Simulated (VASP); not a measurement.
Input of a VASP 6.6.1 run:

File INCAR:

```
SYSTEM = Cu
  ALGO = Normal
  EDIFF = 1E-6
  ENCUT = 820
  GGA = PS
  GGA_COMPAT = .FALSE.
  ISIF = 2
  ISMEAR = 0
  LASPH = .TRUE.
  LCHARG = .FALSE.
  LREAL = .FALSE.
  LWAVE = .FALSE.
  NBANDS = 16
  NELM = 120
  PREC = Accurate
  SIGMA = 0.1
```

The input KPOINTS:

```
k-points
0
G
  20 20 20
  0 0 0
```

Contents of POSCAR:

```
Cu
1.0
   -1.5021961666      1.5021961666      1.3844313494
    1.5021961666     -1.5021961666      1.3844313494
    1.5021961666      1.5021961666     -1.3844313494
Cu
1
Direct
    0.0000000000      0.0000000000      0.0000000000
```

Potentials or basis: VASP PAW PBE potentials, release 64 (Cu_sv_GW).

Run with:

```bash
$ cat potpaw_PBE.64/Cu_sv_GW/POTCAR > POTCAR
$ mpirun -np 1 vasp_std > vasp.out
```

(1) Estimate the pressure.

(2) Estimate the band gap on the k mesh.

Results:

(1) -12.7 GPa.

(2) zero (an odd number of electrons rules out a gap without spin polarisation).

Caveat: the cell stands under tension; the PAW data sets were made with another functional, which shifts forces and pressure a little.
